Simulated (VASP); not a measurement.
Here is a VASP 6.6.1 calculation.

Contents of POSCAR:

```
Mg
1.0
   -1.7976546712      1.7976546712      1.7976546712
    1.7976546712     -1.7976546712      1.7976546712
    1.7976546712      1.7976546712     -1.7976546712
Mg
1
Direct
    0.0000000000      0.0000000000      0.0000000000
```

INCAR.step1

```
  PREC = Accurate
  ENCUT = 600
  ISMEAR = -1
  SIGMA = 0.1
  LREAL = F
  LASPH = T
  NELM = 100
  GGA = PE
  ALGO = Normal
  EDIFF = 1E-4
  LWAVE = T
  LCHARG = F
```

INCAR.step2

```
  PREC = Accurate
  ENCUT = 600
  EDIFF = 1E-7
  ISMEAR = -1
  SIGMA = 0.1
  LREAL = F
  LASPH = T
  NELM = 100
  ALGO = Normal
  ISIF = 3
  LWAVE = F
  LCHARG = F
  METAGGA = R2SCAN
  LMIXTAU = T
  IBRION = 2
  NSW = 80
  EDIFFG = -0.01
  ISTART = 1
```

The input KPOINTS:

```
regular mesh
0
Gamma
  12 12 12
```

Potentials or basis: VASP PAW PBE potentials, release 64 (Mg).

Launch:

```sh
$ cat potpaw_PBE.64/Mg/POTCAR > POTCAR
$ cp INCAR.step1 INCAR
$ mpirun -np 1 vasp_std > vasp.out
$ cp INCAR.step2 INCAR
$ mpirun -np 1 vasp_std > vasp.out
```

(1) What does it give for the relaxed volume?

(2) What does it give for the space group after relaxing (to 0.1 Å)?

(3) Predict the relaxed cell.

Answers

(1) 22.36 Å³/atom.

(2) Im-3m (No. 229).

(3) a = 3.074 Å, b = 3.074 Å, c = 3.074 Å, α = 109.47°, β = 109.47°, γ = 109.47°.

Caveat: the PAW data sets were made with another functional, which shifts forces and pressure a little.
